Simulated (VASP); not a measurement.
Runs of VASP 6.6.1 on GaN. The structure is that of space group Fm-3m (No. 225), or close to it. The cells are those of the table. 

```tsv
level	cell	k mesh	cutoff (eV)	smearing	gap on the mesh (eV)	pressure (GPa)
PBE	a = 2.982 Å, angles 60.0°, 2 atoms	10 × 10 × 10	520	fermi-dirac 0.02 eV	0.66	9.1
r2SCAN	a = 2.982, b = 2.982, c = 2.997 Å, angles 59.8, 59.8, 59.7°, 2 atoms	10 × 10 × 10	520	gaussian 0.01 eV	1.13	(b)
r2SCAN	a = 3.042 Å, angles 58.7°, 2 atoms	10 × 10 × 10	520	gaussian 0.01 eV	0.88	-5.6
r2SCAN	a = 2.992 Å, angles 61.4°, 2 atoms	10 × 10 × 10	520	gaussian 0.01 eV	0.79	-8.3
PBE	a = 3.131 Å, angles 60.0°, 2 atoms	10 × 10 × 10	520	fermi-dirac 0.02 eV	none	(d)
r2SCAN	a = 3.131 Å, angles 60.0°, 2 atoms	10 × 10 × 10	520	fermi-dirac 0.02 eV	0.24	-25.0
PBE	a = 2.982, b = 2.982, c = 2.997 Å, angles 59.8, 59.8, 59.7°, 2 atoms	10 × 10 × 10	520	fermi-dirac 0.02 eV	(c)	9.1
PBE	a = 2.982, b = 2.982, c = 2.997 Å, angles 59.8, 59.8, 59.7°, 2 atoms	6 × 6 × 6	600	gaussian 0.01 eV	(a)	8.8
```

Alike in all rows: task single point; potentials or basis VASP PAW PBE potentials, release 64 (Ga_d, N); no spin polarisation.

Task: Estimate the missing entries.

Result: (a) 0.57; (b) 1.3; (c) 0.62; (d) -17.0.

Caveats: some runs use coarse meshes; the PAW data sets were made with another functional, which shifts forces and pressure a little (some runs).

A k mesh can miss the band edges, and the runs leave out spin-orbit coupling on Ga.

A gap of «none» marks levels without a gap at the run's occupations.
